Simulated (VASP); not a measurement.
# AlN in VASP: notebook

The runs below take AlN through single point, with PBE.

All numbers are computed with VASP 6.6.1; they aren't measurements. Logs are shortened: lines on timing, memory, paths and dates and some standing lists are left out, and cuts for length are marked.

## Step 1: The cell of the first run

The structure is cubic, space group Fm-3m (No. 225). Conventional cell: a = 3.917 Å, b = 3.917 Å, c = 3.917 Å, α = 90.00°, β = 90.00°, γ = 90.00°. Within 2.6 Å of Al (site symmetry m-3m) lie 6 N at 1.96 Å. Within 2.6 Å of N (site symmetry m-3m) lie 6 Al at 1.96 Å.

## Step 2: Single point, PBE (strain -3.0%)

Contents of INCAR:

```
  ALGO = Normal
  EDIFF = 1E-6
  ENCUT = 600
  GGA = PE
  GGA_COMPAT = F
  ISIF = 2
  ISMEAR = 0
  LASPH = T
  LCHARG = F
  LREAL = F
  LWAVE = F
  NBANDS = 11
  NELM = 120
  PREC = Accurate
  SIGMA = 0.01
```

Contents of KPOINTS:

```
k-points
0
Gamma
  6 6 6
```

Contents of POSCAR:

```
AlN
1.0
    0.0000000000      1.9583023921      1.9583023921
    1.9583023921      0.0000000000      1.9583023921
    1.9583023921      1.9583023921      0.0000000000
Al N
1 1
Direct
    0.0000000000      0.0000000000      0.0000000000
    0.5000000000      0.5000000000      0.5000000000
```

Potentials or basis: VASP PAW PBE potentials, release 64 (Al, N).

Launch:

```bash
$ cat potpaw_PBE.64/Al/POTCAR potpaw_PBE.64/N/POTCAR > POTCAR
$ mpirun -np 1 vasp_std > vasp.out
```

OUTCAR:

```text
EDIFF = 1E-6
   ENCUT = 600
   GGA = PE
   ISIF = 2
   ISMEAR = 0
   LASPH = T
   LREAL = F
   NELM = 120
   PREC = Accurate

 ion  position               nearest neighbor table
   1  0.000  0.000  0.000-   2 1.96   2 1.96   2 1.96   2 1.96   2 1.96   2 1.96
   2  0.500  0.500  0.500-   1 1.96   1 1.96   1 1.96   1 1.96   1 1.96   1 1.96

  LATTYP: Found a face centered cubic cell.
 ALAT       =     3.9166047842

  Lattice vectors:

 A1 = (   0.0000000000,   1.9583023921,   1.9583023921)
 A2 = (   1.9583023921,   0.0000000000,   1.9583023921)
 A3 = (   1.9583023921,   1.9583023921,   0.0000000000)

Analysis of symmetry for initial positions (statically):
=====================================================================
 Subroutine PRICEL returns:
 Original cell was already a primitive cell.

 Routine SETGRP: Setting up the symmetry group for a
 face centered cubic supercell.

 Subroutine GETGRP returns: Found 48 space group operations
 (whereof 48 operations were pure point group operations)
 out of a pool of 48 trial point group operations.

The static configuration has the point symmetry O_h .

Analysis of symmetry for dynamics (positions and initial velocities):
=====================================================================
 Subroutine PRICEL returns:
 Original cell was already a primitive cell.

 Routine SETGRP: Setting up the symmetry group for a
 face centered cubic supercell.

 Subroutine GETGRP returns: Found 48 space group operations
 (whereof 48 operations were pure point group operations)
 out of a pool of 48 trial point group operations.

The dynamic configuration has the point symmetry O_h .

 Subroutine INISYM returns: Found 48 space group operations
 (whereof 48 operations are pure point group operations),
 and found     1 'primitive' translations

----------------------------------------------------------------------------------------

                                     Primitive cell

  volume of cell :      15.0200

  direct lattice vectors                    reciprocal lattice vectors
     0.000000000  1.958302392  1.958302392    -0.255323183  0.255323183  0.255323183
     1.958302392  0.000000000  1.958302392     0.255323183 -0.255323183  0.255323183
     1.958302392  1.958302392  0.000000000     0.255323183  0.255323183 -0.255323183

  length of vectors
     2.769457802  2.769457802  2.769457802     0.442232725  0.442232725  0.442232725

  position of ions in fractional coordinates (direct lattice)
     0.000000000  0.000000000  0.000000000
     0.500000000  0.500000000  0.500000000

  ion indices of the primitive-cell ions
   primitive index   ion index
                 1           1
                 2           2

----------------------------------------------------------------------------------------

 KPOINTS: k-points

Automatic generation of k-mesh.
 Grid dimensions read from file:
 generate k-points for:    6    6    6

 Generating k-lattice:

  Cartesian coordinates                     Fractional coordinates (reciprocal lattice)
    -0.042553864  0.042553864  0.042553864     0.166666667  0.000000000  0.000000000
     0.042553864 -0.042553864  0.042553864     0.000000000  0.166666667  0.000000000
     0.042553864  0.042553864 -0.042553864     0.000000000  0.000000000  0.166666667

  Length of vectors
     0.073705454  0.073705454  0.073705454

  Shift w.r.t. Gamma in fractional coordinates (k-lattice)
     0.000000000  0.000000000  0.000000000

 Subroutine IBZKPT returns following result:
 ===========================================

 Found     16 irreducible k-points:

 Following reciprocal coordinates:
            Coordinates               Weight
  0.000000  0.000000  0.000000      1.000000
  0.166667  0.000000  0.000000      8.000000
  0.333333  0.000000  0.000000      8.000000
  0.500000  0.000000  0.000000      4.000000
  0.166667  0.166667  0.000000      6.000000
  0.333333  0.166667  0.000000     24.000000
[... 8 lines left out ...]
 -0.333333  0.333333  0.166667     24.000000
 -0.333333  0.500000  0.166667     12.000000
   k-points           NKPTS =     16   k-points in BZ     NKDIM =     16   number of bands    NBANDS=     11
   number of dos      NEDOS =    301   number of ions     NIONS =      2
   total plane-waves  NPLWV =  13824
   dimension x,y,z NGX =    24 NGY =   24 NGZ =   24
   dimension x,y,z NGXF=    48 NGYF=   48 NGZF=   48
   ions per type =               1   1
   NGX,Y,Z   is equivalent  to a cutoff of  14.41, 14.41, 14.41 a.u.
   NGXF,Y,Z  is equivalent  to a cutoff of  28.81, 28.81, 28.81 a.u.
 SYSTEM =  unknown system
   PREC   = accura    normal or accurate (medium, high low for compatibility)
   ISTART =      0    job   : 0-new  1-cont  2-samecut
   ICHARG =      2    charge: 1-file 2-atom 10-const
   ISPIN  =      1    spin polarized calculation?
   LNONCOLLINEAR =      F non collinear calculations
   LSORBIT =      F    spin-orbit coupling
   LASPH  =      T    aspherical Exc in radial PAW
   ENCUT  =  600.0 eV  44.10 Ry    6.64 a.u.   5.53  5.53  5.53*2*pi/ulx,y,z
   NELM   =    120;   NELMIN=  2; NELMDL= -5     # of ELM steps
   EDIFF  = 0.1E-05   stopping-criterion for ELM
   LREAL  =      F    real-space projection
[... 7 lines left out ...]
   TEBEG  =    0.0;   TEEND  =   0.0 temperature during run
   PSTRESS=    0.0 pullay stress
   NELECT =       8.0000    total number of electrons
   NUPDOWN=      -1.0000    fix difference up-down
   EMIN   =  10.00;   EMAX   =-10.00  energy-range for DOS
   EFERMI =   0.00;   METHOD = LEGACY
   ISMEAR =     0;   SIGMA  =   0.01  broadening in eV -4-tet -1-fermi 0-gaus
   EFERMI_NEDOS =   21; number of points for ismear=-14 and -15
   IALGO  =     38    algorithm
   IMIX   =      4    mixing-type and parameters
     AMIX     =   0.40;   BMIX     =  1.00
     AMIX_MAG =   1.60;   BMIX_MAG =  1.00
  volume/ion in A,a.u.               =       7.51        50.68
  Fermi-wavevector in a.u.,A,eV,Ry     =   1.327033  2.507729 23.960087  1.761017
  Thomas-Fermi vector in A             =   2.456376
   LORBIT       =      0    0 simple, 1 ext, 2 COOP (PROOUT), +10 PAW based schemes
   GGA     = PE    functional components
   LHFCALC =     F    Hartree Fock is set to
   AEXX    =    0.0000 exact exchange contribution
   IVDW    =     0    specifies the selected vdW correction
   LEPSILON=     F    determine dielectric tensor
   LRPA    =     F    only Hartree local field effects (RPA)
 non-spin polarized calculation
 Gauss-broadening in eV      SIGMA  =   0.01
  energy-cutoff  :      600.00
  volume of cell :       15.02
 maximum number of plane-waves:       531
 NGX is ok and might be reduce to    24
   NGX = 11   NGY = 11   NGZ = 11

 number of electron       8.0000000 magnetization

 Free energy of the ion-electron system (eV)
  ---------------------------------------------------
  ext. energy  EPLUGINS =         0.00000000
  ---------------------------------------------------
  free energy    TOTEN  =       -14.35312333 eV

  energy without entropy =      -14.35312333  energy(sigma->0) =      -14.35312333

 E-fermi :  11.3851     XC(G=0): -12.7394

 val. band max:       11.2576046764   @ k =   0.0000   0.0000   0.0000
 cond. band min:      16.3778295929   @ k =   0.5000   0.5000   0.0000
 fundamental gap:      5.1202249165
 Fermi energy:        11.3851200477

 k-point     1 :       0.0000    0.0000    0.0000
  band No.  band energies     occupation
      1      -7.1978      2.00000
      2      11.2576      2.00000
      3      11.2576      2.00000
      4      11.2576      2.00000
      5      18.3819      0.00000
      6      23.7236      0.00000
      7      23.7236      0.00000
      8      23.7236      0.00000
      9      29.1307      0.00000
     10      29.7549      0.00000
     11      29.7549      0.00000

 k-point     2 :       0.1667    0.0000    0.0000
  band No.  band energies     occupation
      1      -6.5819      2.00000
      2       8.7809      2.00000
      3      10.8914      2.00000
      4      10.8914      2.00000
      5      19.2941      0.00000
      6      22.4974      0.00000
      7      24.4346      0.00000
      8      24.4346      0.00000
      9      27.7383      0.00000
     10      27.7383      0.00000
     11      30.6184      0.00000

 k-point     3 :       0.3333    0.0000    0.0000
  band No.  band energies     occupation
      1      -4.9196      2.00000
      2       4.6513      2.00000
      3      10.2654      2.00000
      4      10.2654      2.00000
      5      18.4665      0.00000
      6      23.6704      0.00000
      7      23.6704      0.00000
      8      24.5655      0.00000
      9      29.1332      0.00000
     10      29.9787      0.00000
     11      29.9787      0.00000

 k-point     4 :       0.5000    0.0000    0.0000
  band No.  band energies     occupation
      1      -3.5416      2.00000
      2       2.3155      2.00000
      3       9.9911      2.00000
      4       9.9911      2.00000
      5      18.0113      0.00000
      6      23.0484      0.00000
      7      23.0484      0.00000
      8      25.9988      0.00000
      9      28.4797      0.00000
     10      33.0449      0.00000
     11      33.0449      0.00000
[... 127 lines left out ...]
 k-point    14 :       0.5000    0.3333    0.1667
  band No.  band energies     occupation
      1      -3.6643      2.00000
      2       4.8711      2.00000
      3       6.9946      2.00000
      4       8.9199      2.00000
      5      20.4461      0.00000
      6      20.5696      0.00000
      7      22.4351      0.00000
      8      26.5387      0.00000
      9      29.1693      0.00000
     10      33.0687      0.00000
     11      36.5923      0.00000

 k-point    15 :      -0.3333    0.3333    0.1667
  band No.  band energies     occupation
      1      -2.6392      2.00000
      2       3.9076      2.00000
      3       6.0815      2.00000
      4       8.3113      2.00000
      5      20.3007      0.00000
      6      21.2749      0.00000
      7      23.6523      0.00000
      8      25.4923      0.00000
      9      30.4864      0.00000
     10      31.8345      0.00000
     11      37.5420      0.00000

 k-point    16 :      -0.3333    0.5000    0.1667
  band No.  band energies     occupation
      1      -2.2832      2.00000
      2       4.0265      2.00000
      3       6.2775      2.00000
      4       7.3379      2.00000
      5      19.2007      0.00000
      6      19.7594      0.00000
      7      24.7941      0.00000
      8      26.1950      0.00000
      9      30.7835      0.00000
     10      34.1936      0.00000
     11      37.7598      0.00000

------------------------ aborting loop because EDIFF is reached ----------------------------------------

  FORCE on cell =-STRESS in cart. coord.  units (eV):
  Direction    XX          YY          ZZ          XY          YZ          ZX
  --------------------------------------------------------------------------------------
  -------------------------------------------------------------------------------------
  Total        3.3889727      3.3889727      3.3889727      0.0000000      0.0000000      0.0000000
  in kB      361.5009114    361.5009114    361.5009114      0.0000000      0.0000000      0.0000000
  external PRESSURE =     361.5009114 kB  Pullay stress =       0.0000000 kB

 VOLUME and BASIS-vectors are now :
 -----------------------------------------------------------------------------
  energy-cutoff  :      600.00
  volume of cell :       15.02
      direct lattice vectors                 reciprocal lattice vectors
     0.000000000  1.958302392  1.958302392    -0.255323183  0.255323183  0.255323183
     1.958302392  0.000000000  1.958302392     0.255323183 -0.255323183  0.255323183
     1.958302392  1.958302392  0.000000000     0.255323183  0.255323183 -0.255323183

 POSITION                                       TOTAL-FORCE (eV/Angst)
 -----------------------------------------------------------------------------------
      0.00000      0.00000      0.00000         0.000000      0.000000      0.000000
      1.95830      1.95830      1.95830        -0.000000      0.000000     -0.000000
 -----------------------------------------------------------------------------------
    total drift:                               -0.000000     -0.000000      0.000000

  FREE ENERGIE OF THE ION-ELECTRON SYSTEM (eV)
  ---------------------------------------------------
  free  energy   TOTEN  =       -14.3531233345 eV

  energy  without entropy=      -14.3531233345  energy(sigma->0) =      -14.35312333
```

Run time: 1.9 s. Hardware: 1 thread of Intel Xeon 6975P-C (Granite Rapids), shared host; peak memory 0.13 GiB.

What came out:

```yaml
Free_energy: -14.3531 eV
Pressure: 36.2 GPa
Band_gap_on_the_k_mesh: 5.12 eV, indirect (least direct gap 7.12 eV)
```

Levels at points of the mesh, in eV from the valence-band top:
| k point | band 2 | band 3 | band 4 | band 5 | band 6 | band 7 |
| --- | --- | --- | --- | --- | --- | --- |
| (0.00, 0.00, 0.00) | 0.00 | 0.00 | 0.00 | 7.12 | 12.47 | 12.47 |
| (0.50, 0.00, 0.00) | -8.94 | -1.27 | -1.27 | 6.75 | 11.79 | 11.79 |
| (0.50, 0.50, 0.00) | -8.05 | -3.05 | -3.05 | 5.12 | 5.56 | 15.26 |

Caveat: the k points lie up to 0.46 Å⁻¹ apart; the cell differs from its parent crystal (strain -3.0%). A k mesh can miss the band edges.

## Step 3: Single point, PBE (strain -2.5%)

Contents of INCAR:

```
  PREC = Accurate
  ENCUT = 600
  EDIFF = 1E-6
  ISMEAR = 0
  SIGMA = 0.01
  LREAL = F
  LASPH = T
  NELM = 120
  ALGO = Normal
  ISIF = 2
  LWAVE = F
  LCHARG = F
  GGA = PE
  NBANDS = 11
  GGA_COMPAT = F
```

Contents of KPOINTS:

```
regular mesh
0
Gamma
  6 6 6
```

Contents of POSCAR:

```
AlN
1.0
    0.0000000000      1.9683967343      1.9683967343
    1.9683967343      0.0000000000      1.9683967343
    1.9683967343      1.9683967343      0.0000000000
Al N
1 1
Direct
    0.0000000000      0.0000000000      0.0000000000
    0.5000000000      0.5000000000      0.5000000000
```

Potentials or basis: VASP PAW PBE potentials, release 64 (Al, N).

Launch:

```bash
$ cat potpaw_PBE.64/Al/POTCAR potpaw_PBE.64/N/POTCAR > POTCAR
$ mpirun -np 1 vasp_std > vasp.out
```

Run time: 1.8 s. Hardware: 1 thread of Intel Xeon 6975P-C (Granite Rapids), shared host; peak memory 0.13 GiB.

Results (log left out):

```
Free energy            : -14.4019 eV
Pressure               : 30.3 GPa
Band gap on the k mesh : 5.15 eV, indirect (least direct gap 6.88 eV)
```

Levels at points of the mesh, in eV from the valence-band top:
| k point | band 1 | band 2 | band 3 | band 4 | band 5 | band 6 | band 7 | band 8 |
| --- | --- | --- | --- | --- | --- | --- | --- | --- |
| (0.00, 0.00, 0.00) | -18.31 | 0.00 | 0.00 | 0.00 | 6.88 | 12.42 | 12.42 | 12.42 |
| (0.50, 0.00, 0.00) | -14.71 | -8.84 | -1.23 | -1.23 | 6.65 | 11.66 | 11.66 | 14.51 |
| (0.50, 0.50, 0.00) | -13.62 | -7.94 | -3.01 | -3.01 | 5.15 | 5.40 | 15.06 | 18.55 |

Caveat: the k points lie up to 0.46 Å⁻¹ apart; the cell differs from its parent crystal (strain -2.5%).

## Step 4: Single point, PBE (epitaxial xy strain +0.5%)

Contents of INCAR:

```
ALGO     = Normal         # electronic algorithm
EDIFF    = 1E-6           # SCF threshold, eV
ENCUT    = 600            # plane-wave cutoff, eV
GGA      = PE             # functional
GGA_COMPAT= F            
ISIF     = 2              # what is computed and relaxed
ISMEAR   = 0              # smearing method
LASPH    = T              # aspherical terms in the spheres
LCHARG   = F              # write CHGCAR
LREAL    = F              # projectors in reciprocal space
LWAVE    = F              # write WAVECAR
NBANDS   = 11             # bands
NELM     = 120            # most SCF steps
PREC     = Accurate       # precision mode
SIGMA    = 0.01           # smearing width, eV
```

Contents of KPOINTS:

```
k-points
0
Gamma
  6 6 6
```

Contents of POSCAR:

```
AlN
1.0
    0.0000000000      2.0289627876      2.0111917083
    2.0289627876      0.0000000000      2.0111917083
    2.0289627876      2.0289627876      0.0000000000
Al N
1 1
Direct
    0.0000000000      0.0000000000      0.0000000000
    0.5000000000      0.5000000000      0.5000000000
```

Launch:

```bash
$ cat potpaw_PBE.64/Al/POTCAR potpaw_PBE.64/N/POTCAR > POTCAR
$ mpirun -np 1 vasp_std > vasp.out
```

Run time: 2.5 s. Hardware: 1 thread of Intel Xeon 6975P-C (Granite Rapids), shared host; peak memory 0.13 GiB.

Results (log left out):

* Free energy: -14.5376 eV
* Pressure: 4.3 GPa
* Band gap on the k mesh: 4.51 eV, indirect (least direct gap 5.63 eV)

Stress tensor (GPa, compression positive):
```
3.47 0.00 0.00
0.00 3.47 0.00
0.00 0.00 6.00
```

Levels at points of the mesh, in eV from the valence-band top:
```csv
k point,band 1,band 2,band 3,band 4,band 5,band 6,band 7,band 8,band 9
"(0.00, 0.00, 0.00)",-17.56,-0.06,0.00,0.00,5.63,12.10,12.10,12.21,17.27
"(0.50, 0.00, 0.00)",-14.30,-8.32,-1.11,-1.08,6.10,10.86,11.06,13.25,16.05
"(0.50, 0.50, 0.00)",-13.28,-7.37,-2.86,-2.86,4.51,5.22,14.08,17.13,17.13
"(0.50, 0.00, 0.50)",-13.35,-7.41,-2.85,-2.74,4.59,5.31,13.97,17.08,17.37
```

Caveat: the k points lie up to 0.45 Å⁻¹ apart; the cell differs from its parent crystal (epitaxial xy strain +0.5%).

## Step 5: Single point, PBE (uniaxial z strain +3.0%)

Contents of INCAR:

```
ALGO = Normal
EDIFF = 1E-6
ENCUT = 600
GGA = PE
GGA_COMPAT = F
ISIF = 2
ISMEAR = 0
LASPH = T
LCHARG = F
LREAL = F
LWAVE = F
NBANDS = 11
NELM = 120
PREC = Accurate
SIGMA = 0.01
```

KPOINTS is that of step 4.

Contents of POSCAR:

```
AlN
1.0
    0.0000000000      2.0188684454      2.0794344988
    2.0188684454      0.0000000000      2.0794344988
    2.0188684454      2.0188684454      0.0000000000
Al N
1 1
Direct
    0.0000000000      0.0000000000      0.0000000000
    0.5000000000      0.5000000000      0.5000000000
```

Launch:

```bash
$ cat potpaw_PBE.64/Al/POTCAR potpaw_PBE.64/N/POTCAR > POTCAR
$ mpirun -np 1 vasp_std > vasp.out
```

It took 2.4 s on 1 thread of Intel Xeon 6975P-C (Granite Rapids), shared host; peak memory 0.13 GiB.

It converged, with:

```
Free energy            : -14.5347 eV
Pressure               : -1.4 GPa
Band gap on the k mesh : 4.14 eV, indirect (least direct gap 5.17 eV)
```

Stress tensor (GPa, compression positive):
```
 0.93  0.00  0.00
 0.00  0.93  0.00
 0.00  0.00 -5.96
```

Levels at points of the mesh, in eV from the valence-band top:
```tsv
k point	band 2	band 3	band 4	band 5	band 6	band 7
(0.00, 0.00, 0.00)	-0.20	-0.20	0.00	5.17	11.70	12.09
(0.50, 0.00, 0.00)	-8.28	-1.23	-1.11	5.81	10.38	10.99
(0.50, 0.50, 0.00)	-7.43	-2.73	-2.73	4.42	5.40	13.35
(0.50, 0.00, 0.50)	-7.31	-3.12	-2.75	4.14	5.12	13.73
```

Caveat: the k points lie up to 0.44 Å⁻¹ apart; the cell differs from its parent crystal (uniaxial z strain +3.0%). A k mesh can miss the band edges.

(Part 1 of 2 ends here.)
